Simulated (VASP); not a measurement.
# Si in VASP: a series of runs

Si is run at these levels: LDA; tasks: single point.

Program: VASP 6.6.1. These are calculated values, not measurements. Logs are shortened: lines on timing, memory, paths and dates and some standing lists are left out, and cuts for length are marked.

## 1. The cell of the first run

The cell holds a slab with vacuum, 5 atoms: a = 3.820 Å, b = 3.820 Å, c = 21.065 Å, α = 90.00°, β = 90.00°, γ = 90.00°.

## 2. Single point, LDA, collinear spin

Contents of INCAR:

```
SYSTEM = Si
PREC = Accurate
ENCUT = 520
EDIFF = 1E-6
ISMEAR = 0
SIGMA = 0.05
LREAL = .FALSE.
LASPH = .TRUE.
NELM = 150
ALGO = Normal
ISIF = 2
LWAVE = .FALSE.
LCHARG = .FALSE.
ISPIN = 2
MAGMOM = 0 0 0 0 2
LORBIT = 11
LDIPOL = .TRUE.
IDIPOL = 3
DIPOL = 0.5 0.5 0.328
NBANDS = 22
```

Contents of KPOINTS:

```
regular mesh
0
G
  7 7 1
  0 0 0
```

Contents of POSCAR:

```
Si
1.0
    3.8195065206      0.0000000000      0.0000000000
    0.0000000000      3.8195065206      0.0000000000
    0.0000000000      0.0000000000     21.0645252450
Si
5
Direct
    0.0000000000      0.5000000000      0.1898927203
    0.0000000000      0.0000000000      0.2540004780
    0.5000000000      0.0000000000      0.3202822601
    0.5000000000      0.5000000000      0.3828486591
    0.7500000000      0.7500000000      0.4953600959
```

Potentials or basis: VASP PAW LDA potentials, release 64 (Si).

On the command line:

```bash
cat potpaw_LDA.64/Si/POTCAR > POTCAR
mpirun -np 1 vasp_std > vasp.out
```

OUTCAR:

```text
SYSTEM = Si
   PREC = Accurate
   ENCUT = 520
   EDIFF = 1E-6
   ISMEAR = 0
   LREAL = .FALSE.
   LASPH = .TRUE.
   NELM = 150
   ISIF = 2
   ISPIN = 2
   LORBIT = 11

 ion  position               nearest neighbor table
   1  0.000  0.500  0.190-   2 2.34   2 2.34
   2  0.000  0.000  0.254-   1 2.34   1 2.34   3 2.37   3 2.37
   3  0.500  0.000  0.320-   4 2.32   4 2.32   2 2.37   2 2.37
   4  0.500  0.500  0.383-   3 2.32   3 2.32   5 2.73
   5  0.750  0.750  0.495-   4 2.73

  LATTYP: Found a simple tetragonal cell.
 ALAT       =     3.8195065206
 C/A-ratio  =     5.5149860673

  Lattice vectors:

 A1 = (   3.8195065206,   0.0000000000,   0.0000000000)
 A2 = (   0.0000000000,   3.8195065206,   0.0000000000)
 A3 = (   0.0000000000,   0.0000000000,  21.0645252450)

Analysis of symmetry for initial positions (statically):
=====================================================================
 Subroutine PRICEL returns:
 Original cell was already a primitive cell.

 Routine SETGRP: Setting up the symmetry group for a
 simple tetragonal supercell.

 Subroutine GETGRP returns: Found  1 space group operations
 (whereof  1 operations were pure point group operations)
 out of a pool of 16 trial point group operations.

The static configuration has the point symmetry C_1 .

Analysis of symmetry for dynamics (positions and initial velocities):
=====================================================================
 Subroutine PRICEL returns:
 Original cell was already a primitive cell.

 Routine SETGRP: Setting up the symmetry group for a
 simple tetragonal supercell.

 Subroutine GETGRP returns: Found  1 space group operations
 (whereof  1 operations were pure point group operations)
 out of a pool of 16 trial point group operations.

The dynamic configuration has the point symmetry C_1 .

Analysis of structural, dynamic, and magnetic symmetry:
=====================================================================
 Subroutine PRICEL returns:
 Original cell was already a primitive cell.

 Routine SETGRP: Setting up the symmetry group for a
 simple tetragonal supercell.

 Subroutine GETGRP returns: Found  1 space group operations
 (whereof  1 operations were pure point group operations)
 out of a pool of 16 trial point group operations.

The overall configuration has the point symmetry C_1 .

[... 136 lines left out ...]
  energy-cutoff  :      520.00
  volume of cell :      307.30
 maximum number of plane-waves:      8299
   NGX = 15   NGY = 15   NGZ = 79

 dipolmoment           0.000000      0.000000      0.050021 electrons x Angstroem

 number of electron      20.0000000 magnetization       0.0005288

 dipolmoment           0.000000      0.000000     -0.068857 electrons x Angstroem

 Free energy of the ion-electron system (eV)
  ---------------------------------------------------
  ext. energy  EPLUGINS =         0.00000000
  ---------------------------------------------------
  free energy    TOTEN  =       -23.97567828 eV

  energy without entropy =      -23.97057819  energy(sigma->0) =      -23.97312824

 E-fermi :  -1.5796     XC(G=0):  -4.3170

 val. band max:       -1.6541359718   @ k =   0.0000   0.1429   0.0000
 cond. band min:      -1.5751754425   @ k =  -0.4286   0.4286   0.0000
 fundamental gap:      0.0789605293
 Fermi energy:        -1.5796305921

 spin component 1

 k-point     1 :       0.0000    0.0000    0.0000
  band No.  band energies     occupation
      1     -12.6399      1.00000
      2     -10.6187      1.00000
      3      -8.8708      1.00000
      4      -6.7943      1.00000
      5      -3.7275      1.00000
      6      -3.5502      1.00000
[... 589 lines left out ...]
     21       5.1253      0.00000
     22       5.9207      0.00000

 [... further k-points ...]

 spin component 2

 k-point     1 :       0.0000    0.0000    0.0000
  band No.  band energies     occupation
      1     -12.6399      1.00000
      2     -10.6187      1.00000
      3      -8.8706      1.00000
      4      -6.7943      1.00000
      5      -3.7275      1.00000
      6      -3.5501      1.00000
[... 589 lines left out ...]
     21       5.1253      0.00000
     22       5.9208      0.00000

 [... further k-points ...]

------------------------ aborting loop because EDIFF is reached ----------------------------------------

 vacuum level on the upper side and lower side of the slab       (xc-potential included)        -0.428         0.408

  FORCE on cell =-STRESS in cart. coord.  units (eV):
  Direction    XX          YY          ZZ          XY          YZ          ZX
  --------------------------------------------------------------------------------------
  -------------------------------------------------------------------------------------
  Total       -6.4786604     -3.9184499     -4.4843967     -0.2989494     -1.9556087     -0.9462030
  in kB      -33.7776642    -20.4295452    -23.3802104     -1.5586265    -10.1959184     -4.9331999
  external PRESSURE =     -25.8624733 kB  Pullay stress =       0.0000000 kB

 VOLUME and BASIS-vectors are now :
 -----------------------------------------------------------------------------
  energy-cutoff  :      520.00
  volume of cell :      307.30
      direct lattice vectors                 reciprocal lattice vectors
     3.819506521  0.000000000  0.000000000     0.261813927  0.000000000  0.000000000
     0.000000000  3.819506521  0.000000000     0.000000000  0.261813927  0.000000000
     0.000000000  0.000000000 21.064525245     0.000000000  0.000000000  0.047473180

 POSITION                                       TOTAL-FORCE (eV/Angst)
 -----------------------------------------------------------------------------------
      0.00000      1.90975      4.00000         0.116675     -0.014932      0.076007
      0.00000      0.00000      5.35040        -0.068510      0.130425      0.116957
      1.90975      0.00000      6.74659        -0.124576     -0.114732     -0.084257
      1.90975      1.90975      8.06453         0.423299      0.764404      1.562537
      2.86463      2.86463     10.43453        -0.346888     -0.765166     -1.671243
 -----------------------------------------------------------------------------------
    total drift:                                0.000012      0.000000     -0.000006

  FREE ENERGIE OF THE ION-ELECTRON SYSTEM (eV)
  ---------------------------------------------------
  free  energy   TOTEN  =       -23.9756782821 eV

  energy  without entropy=      -23.9705781881  energy(sigma->0) =      -23.97312824

 vacuum level on the upper side and lower side of the slab         3.059         3.929

 total charge

# of ion       s       p       d       tot
------------------------------------------
    1        0.868   0.730   0.000   1.598
    2        0.778   0.917   0.000   1.695
    3        0.777   0.913   0.000   1.690
    4        0.814   0.786   0.000   1.601
    5        0.944   0.524   0.000   1.468
--------------------------------------------------
tot          4.181   3.870   0.000   8.051

 magnetization (x)

# of ion       s       p       d       tot
------------------------------------------
    1        0.000   0.000   0.000   0.000
    2        0.000   0.000   0.000   0.000
    3        0.000   0.000   0.000   0.000
    4       -0.000   0.000   0.000   0.000
    5        0.000   0.000   0.000   0.000
--------------------------------------------------
tot          0.000   0.000   0.000   0.000
```

OSZICAR:

```text
N       E                     dE             d eps       ncg     rms          rms(c)
DAV:   1     0.680483399065E+02    0.68048E+02   -0.60395E+03  2200   0.641E+02
DAV:   2    -0.178890568154E+02   -0.85937E+02   -0.82032E+02  3036   0.111E+02
DAV:   3    -0.245561039782E+02   -0.66670E+01   -0.65529E+01  2800   0.301E+01
[... 22 lines left out ...]
DAV:  26    -0.239756738607E+02   -0.64868E-05   -0.44360E-06  2764   0.469E-03    0.219E-03
DAV:  27    -0.239756748952E+02   -0.10345E-05   -0.54182E-06  2944   0.531E-03    0.115E-03
DAV:  28    -0.239756760187E+02   -0.11235E-05   -0.58535E-07  2352   0.250E-03    0.751E-04
DAV:  29    -0.239756776397E+02   -0.16210E-05   -0.26927E-07  2208   0.168E-03    0.364E-04
DAV:  30    -0.239756782821E+02   -0.64241E-06   -0.89339E-08  2262   0.109E-03
   1 F= -.23975678E+02 E0= -.23973128E+02  d E =-.510009E-02  mag=     0.0005
```

stdout:

```text
POSCAR found type information on POSCAR Si
 POSCAR found :  1 types and       5 ions
 scaLAPACK will be used
 LDA part: xc-table for (Slater(with rela. corr.)+CA(PZ))
 , standard interpolation
 POSCAR, INCAR and KPOINTS ok, starting setup
 FFT: planning ... GRIDC
 FFT: planning ... GRID_SOFT
 FFT: planning ... GRID
 WAVECAR not read
 entering main loop
```

Run time: 20 min. Hardware: 1 thread of Intel Xeon 8259CL, shared host; peak memory 0.43 GiB.

Results:

- Free energy: -23.9757 eV
- Largest force: 1.871 eV/Å
- Band gap on the k mesh: zero (filled and empty bands overlap)
- Net moment: 0.00 μB per cell
- Valence electrons inside the program's atomic spheres: Si 1.60, 1.70, 1.69, 1.47 (each value once)

Forces on the atoms (eV/Å):
```
Si   0.117 -0.015  0.076
Si  -0.069  0.130  0.117
Si  -0.125 -0.115 -0.084
Si   0.423  0.764  1.563
Si  -0.347 -0.765 -1.671
```

## 3. Single point, LDA, collinear spin

Contents of INCAR:

```
SYSTEM = Si
  ALGO = Normal
  DIPOL = 0.5 0.5 0.332
  EDIFF = 1E-7
  ENCUT = 520
  GGA = CA
  IDIPOL = 3
  ISIF = 2
  ISMEAR = 0
  ISPIN = 2
  LASPH = .TRUE.
  LCHARG = .FALSE.
  LDIPOL = .TRUE.
  LORBIT = 11
  LREAL = .FALSE.
  LWAVE = .FALSE.
  MAGMOM = 0 0 0 0 2
  NBANDS = 22
  NELM = 150
  PREC = Accurate
  SIGMA = 0.05
```

Contents of KPOINTS:

```
k-points
0
G
  7 7 1
  0 0 0
```

POSCAR: that of step 2 with these lines changed.

```diff
@@ -12,2 +12,2 @@
     0.5000000000      0.5000000000      0.3828486591
-    0.7500000000      0.7500000000      0.4953600959
+    0.6250000000      0.6250000000      0.5143493679
```

Potentials or basis: VASP PAW LDA potentials, release 64 (Si).

On the command line:

```bash
cat potpaw_LDA.64/Si/POTCAR > POTCAR
mpirun -np 1 vasp_std > vasp.out
```

OUTCAR:

```text
SYSTEM = Si
   EDIFF = 1E-7
   ENCUT = 520
   GGA = CA
   ISIF = 2
   ISMEAR = 0
   ISPIN = 2
   LASPH = .TRUE.
   LORBIT = 11
   LREAL = .FALSE.
   NELM = 150
   PREC = Accurate

 ion  position               nearest neighbor table
   1  0.000  0.500  0.190-   2 2.34   2 2.34
   2  0.000  0.000  0.254-   1 2.34   1 2.34   3 2.37   3 2.37
   3  0.500  0.000  0.320-   4 2.32   4 2.32   2 2.37   2 2.37
   4  0.500  0.500  0.383-   3 2.32   3 2.32   5 2.85
   5  0.625  0.625  0.514-   4 2.85

  LATTYP: Found a simple tetragonal cell.
 ALAT       =     3.8195065206
 C/A-ratio  =     5.5149860673

  Lattice vectors:

 A1 = (   3.8195065206,   0.0000000000,   0.0000000000)
 A2 = (   0.0000000000,   3.8195065206,   0.0000000000)
 A3 = (   0.0000000000,   0.0000000000,  21.0645252450)

Analysis of symmetry for initial positions (statically):
=====================================================================
 Subroutine PRICEL returns:
 Original cell was already a primitive cell.

[... 1414 lines left out ...]
  -------------------------------------------------------------------------------------
  Total       -5.7865866     -3.8289327     -5.7406358     -0.1348138     -1.2019958     -0.5590051
  in kB      -30.1694127    -19.9628307    -29.9298395     -0.7028758     -6.2668219     -2.9144740
  external PRESSURE =     -26.6873610 kB  Pullay stress =       0.0000000 kB

 VOLUME and BASIS-vectors are now :
 -----------------------------------------------------------------------------
  energy-cutoff  :      520.00
  volume of cell :      307.30
      direct lattice vectors                 reciprocal lattice vectors
     3.819506521  0.000000000  0.000000000     0.261813927  0.000000000  0.000000000
     0.000000000  3.819506521  0.000000000     0.000000000  0.261813927  0.000000000
     0.000000000  0.000000000 21.064525245     0.000000000  0.000000000  0.047473180

 POSITION                                       TOTAL-FORCE (eV/Angst)
 -----------------------------------------------------------------------------------
      0.00000      1.90975      4.00000         0.024967      0.003768      0.045390
      0.00000      0.00000      5.35040         0.003277      0.054593      0.111368
      1.90975      0.00000      6.74659        -0.106241     -0.064148      0.064455
      1.90975      1.90975      8.06453         0.290555      0.411264      1.641851
      2.38719      2.38719     10.83453        -0.212558     -0.405476     -1.863064
 -----------------------------------------------------------------------------------
    total drift:                                0.000006     -0.000000      0.000013

  FREE ENERGIE OF THE ION-ELECTRON SYSTEM (eV)
  ---------------------------------------------------
  free  energy   TOTEN  =       -23.6876644869 eV

  energy  without entropy=      -23.6820070755  energy(sigma->0) =      -23.68483578

 vacuum level on the upper side and lower side of the slab         3.081         3.921

 total charge

# of ion       s       p       d       tot
------------------------------------------
    1        0.868   0.730   0.000   1.598
    2        0.780   0.916   0.000   1.696
    3        0.772   0.920   0.000   1.692
    4        0.819   0.779   0.000   1.598
    5        0.945   0.515   0.000   1.459
--------------------------------------------------
tot          4.184   3.860   0.000   8.043

 magnetization (x)

# of ion       s       p       d       tot
------------------------------------------
    1        0.000   0.000   0.000   0.000
    2        0.000   0.000   0.000   0.000
    3        0.000   0.000   0.000   0.000
    4        0.000   0.000   0.000   0.000
    5        0.000   0.000   0.000   0.000
--------------------------------------------------
tot          0.000   0.000   0.000   0.000
```

OSZICAR:

```text
N       E                     dE             d eps       ncg     rms          rms(c)
DAV:   1     0.670947300599E+02    0.67095E+02   -0.58086E+03  2200   0.622E+02
DAV:   2    -0.177281308076E+02   -0.84823E+02   -0.80703E+02  3034   0.110E+02
DAV:   3    -0.243383934028E+02   -0.66103E+01   -0.65008E+01  2816   0.299E+01
[... 26 lines left out ...]
DAV:  30    -0.236876637408E+02   -0.53909E-06   -0.47667E-08  2070   0.537E-04    0.237E-04
DAV:  31    -0.236876640737E+02   -0.33293E-06   -0.24077E-08  2146   0.349E-04    0.213E-04
DAV:  32    -0.236876642419E+02   -0.16825E-06   -0.92444E-09  2184   0.226E-04    0.178E-04
DAV:  33    -0.236876643898E+02   -0.14789E-06   -0.77375E-09  2372   0.197E-04    0.134E-04
DAV:  34    -0.236876644869E+02   -0.97083E-07   -0.39183E-09  2134   0.143E-04
   1 F= -.23687664E+02 E0= -.23684836E+02  d E =-.565741E-02  mag=     0.0000
```

It took 19 min on 1 thread of Intel Xeon 8259CL, shared host; peak memory 0.44 GiB.

What came out:

- Free energy: -23.6877 eV
- Largest force: 1.918 eV/Å
- Band gap on the k mesh: zero (filled and empty bands overlap)
- Net moment: 0.00 μB per cell
- Valence electrons inside the program's atomic spheres: Si 1.60, 1.70, 1.69, 1.46 (each value once)

Forces in eV/Å, atoms in the order of the input:
```
Si   0.025  0.004  0.045
Si   0.003  0.055  0.111
Si  -0.106 -0.064  0.064
Si   0.291  0.411  1.642
Si  -0.213 -0.405 -1.863
```

Levels at points of the mesh, in eV from the Fermi level:
Spin up:
| k point | band 8 | band 9 | band 10 | band 11 | band 12 | band 13 |
| --- | --- | --- | --- | --- | --- | --- |
| (0.00, 0.00, 0.00) | -0.58 | -0.20 | 1.21 | 1.49 | 1.79 | 1.96 |
Spin down:
```
           k point  band 7  band 8  band 9  band 10  band 11  band 12  band 13  band 14
(0.00, 0.00, 0.00)   -1.75   -0.58   -0.20     1.21     1.49     1.79     1.96     2.31
```

## 4. Single point, LDA, collinear spin

Contents of INCAR:

```
PREC = Accurate
ENCUT = 520
EDIFF = 1E-6
ISMEAR = 0
SIGMA = 0.05
LREAL = False
LASPH = True
NELM = 150
ALGO = Normal
ISIF = 2
LWAVE = False
LCHARG = False
ISPIN = 2
MAGMOM = 0 0 0 0 2
LORBIT = 11
LDIPOL = True
IDIPOL = 3
DIPOL = 0.5 0.5 0.344
NBANDS = 22
```

Contents of KPOINTS:

```
Automatic mesh
0
Gamma
  7 7 1
```

POSCAR: that of step 3 with these lines changed.

```diff
@@ -12,2 +12,2 @@
     0.5000000000      0.5000000000      0.3828486591
-    0.6250000000      0.6250000000      0.5143493679
+    0.6250000000      0.6250000000      0.5713171840
```

On the command line:

```bash
cat potpaw_LDA.64/Si/POTCAR > POTCAR
mpirun -np 1 vasp_std > vasp.out
```

Run time: 16 min. Hardware: 1 thread of Intel Xeon 8259CL, shared host; peak memory 0.43 GiB.

It converged, with:

| Property | Result |
| --- | --- |
| Free energy | -22.2201 eV |
| Largest force | 0.644 eV/Å |
| Net moment | 0.10 μB per cell |
| Site moments | Si -0.00, +0.03 (each value once) μB |
| Valence electrons inside the program's atomic spheres | Si 1.60, 1.69, 1.70, 1.45 (each value once) |

Forces on the atoms (eV/Å):
```
Si   0.005 -0.002  0.126
Si  -0.004  0.017  0.018
Si  -0.009 -0.023  0.011
Si   0.061  0.087  0.481
Si  -0.053 -0.081 -0.636
```

Levels at points of the mesh, in eV from the Fermi level:
Spin up:
```
           k point  band 8  band 9  band 10  band 11  band 12  band 13
(0.00, 0.00, 0.00)   -0.53   -0.42     0.61     1.35     1.75     1.95
```
Spin down:
```csv
k point,band 7,band 8,band 9,band 10,band 11,band 12,band 13,band 14
"(0.00, 0.00, 0.00)",-1.72,-0.53,-0.39,0.62,1.35,1.75,1.95,2.29
```

[end of part 1 of 2]

The gap in the log of VASP goes by the Fermi energy; the results here count the filled bands.